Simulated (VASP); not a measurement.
Set up this calculation in VASP 6.6.1, as the native input.

- Task: single point
- Functional: PBEsol
- Dispersion: D3(BJ)
- Potentials or basis: VASP PAW PBE potentials, release 64 (Al)
- Cutoff: 520 eV
- k mesh: 20 × 20 × 20
- Occupations: gaussian, width 0.15 eV
- Spin: no spin polarisation
- Dipole correction: no
- Further INCAR settings: ALGO = Normal; EDIFF = 1e-07; NBANDS = 8

The structure of Al lies in POSCAR:

```
Al
1.0
    0.0000000000      2.0239800000      2.0846994000
    2.0239800000      0.0000000000      2.0846994000
    2.0239800000      2.0239800000      0.0000000000
Al
1
Direct
    0.0000000000      0.0000000000      0.0000000000
```

This cell differs from its parent crystal: strain +0.000 along x and y, +0.030 along z.

These files were run (other wordings do the same):

INCAR

```
SYSTEM = Al
ALGO = Normal ; EDIFF = 1E-7
ENCUT = 520 ; GGA = PS
ISIF = 2 ; ISMEAR = 0
IVDW = 12 ; LASPH = .TRUE.
LCHARG = .TRUE. ; LELF = .TRUE.
LREAL = .FALSE. ; LVHAR = .TRUE.
LWAVE = .FALSE. ; NBANDS = 8
NELM = 60 ; PREC = Accurate
SIGMA = 0.15
```

KPOINTS

```
k-points
0
G
  20 20 20
  0 0 0
```

Potentials or basis: VASP PAW PBE potentials, release 64 (Al).

Launch:

```bash
$ cat potpaw_PBE.64/Al/POTCAR > POTCAR
$ mpirun -np 1 vasp_std > vasp.out
```

It gave:

* Pressure: -6.8 GPa
* Dispersion energy per atom: -0.306 eV

Caveat: the cell differs from its parent crystal (strain +0.000 along x and y, +0.030 along z); the PAW data sets were made with another functional, which shifts forces and pressure a little; pairwise dispersion overbinds metals, which lowers pressure and volume.

Wall time 23 s on 1 thread of Intel(R) Xeon(R) 6975P-C (Granite Rapids), on a shared host, peak memory 0.2 GiB.
